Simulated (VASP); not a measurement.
# BaBe: single point with PBE

BaBe:

```
Ba Be
1.0
     0.00000    3.91057    4.93843
     4.97563    0.00000    4.93843
     4.97563    3.91057    0.00000
Ba Be
2 2
Direct
  0.00000 0.50000 0.00000
  0.50000 0.00000 0.50000
  0.09949 0.09949 0.90051
  0.90051 0.90051 0.09949
```

The cell was generated, and may not be a known phase.

| Property | Result |
| --- | --- |
| Program | VASP 6.6.1 |
| Task | single point |
| Functional | PBE |
| Potentials or basis | VASP PAW PBE potentials, release 64 (Ba_sv, Be) |
| Cutoff | 520 eV |
| k mesh | 4 × 4 × 4 |
| Occupations | gaussian, width 0.1 eV |
| Spin | no spin polarisation |
| Dipole correction | no |
| Further INCAR settings | ALGO = Normal; EDIFF = 1e-06; NBANDS = 20 |

* Pressure: 0.1 GPa
* Largest force: 0.024 eV/Å
* Band gap on the k mesh: zero (bands 12 and 13 overlap by 0.19 eV)

Forces on the atoms (eV/Å):
```
Ba   0.000  0.000  0.000
Ba   0.000  0.000  0.000
Be   0.000  0.000  0.024
Be   0.000  0.000 -0.024
```

Stress tensor (GPa, compression positive):
```
0.20 0.00 0.00
0.00 0.01 0.00
0.00 0.00 0.13
```

Levels at points of the mesh, in eV from the Fermi level:
```csv
k point,band 10,band 11,band 12,band 13,band 14,band 15
"(0.00, 0.00, 0.00)",-0.79,-0.34,-0.17,0.29,0.60,0.80
"(0.50, 0.00, 0.00)",-1.57,-0.28,-0.03,0.04,0.94,1.34
"(0.50, 0.50, 0.00)",-2.30,-1.01,-0.80,0.09,1.37,1.63
"(0.50, 0.00, 0.50)",-0.34,-0.23,-0.18,0.06,0.52,0.66
"(0.00, 0.50, 0.50)",-1.51,-1.46,-0.69,0.11,0.64,1.42
```

Wall time 63 s on 1 thread of Intel(R) Xeon(R) 6975P-C (Granite Rapids) (shared host), peak memory 0.36 GiB.

Caveat: spin-orbit coupling is left out, which moves the levels of the heavy elements.
